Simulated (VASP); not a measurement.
Runs of VASP 6.6.1 on Cu. The structure is that of space group Im-3m (No. 229), or close to it. The cells are those of the table. 

```tsv
task	cell	k mesh	cutoff (eV)	gap on the mesh (eV)	pressure (GPa)
single point	a = 2.586 Å, angles 109.5°, 1 atom	17 × 17 × 17	520	none	-7.5
single point	a = 2.520 Å, angles 109.5°, 1 atom	17 × 17 × 17	520	none	0.5
single point	a = 2.553 Å, angles 109.5°, 1 atom	17 × 17 × 17	520	none	(b)
single point	a = 2.486 Å, angles 109.5°, 1 atom	17 × 17 × 17	520	none	6.3
single point	a = 2.415 Å, angles 109.5°, 1 atom	17 × 17 × 17	520	none	22.9
relaxation of cell and atoms	relaxed from a = 2.485 Å, angles 109.5°, 1 atom	15 × 15 × 15	600	none	0.0
single point	a = 2.520 Å, angles 109.5°, 1 atom	25 × 25 × 25	520	none	0.6
single point	a = 2.451 Å, angles 109.5°, 1 atom	17 × 17 × 17	520	none	(a)
single point	a = 2.520 Å, angles 109.5°, 1 atom	15 × 15 × 15	520	none	0.5
single point	a = 2.617 Å, angles 109.5°, 1 atom	17 × 17 × 17	520	none	-10.2
```

Alike in all rows: level revPBE; potentials or basis VASP PAW PBE potentials, release 64 (Cu); no spin polarisation; smearing fermi-dirac 0.1 eV.

**Question.** Estimate the missing entries.

**Answer.** (a) 13.6; (b) -4.0.

Caveats: the PAW data sets were made with another functional, which shifts forces and pressure a little.

A gap of «none» marks levels without a gap at the run's occupations.
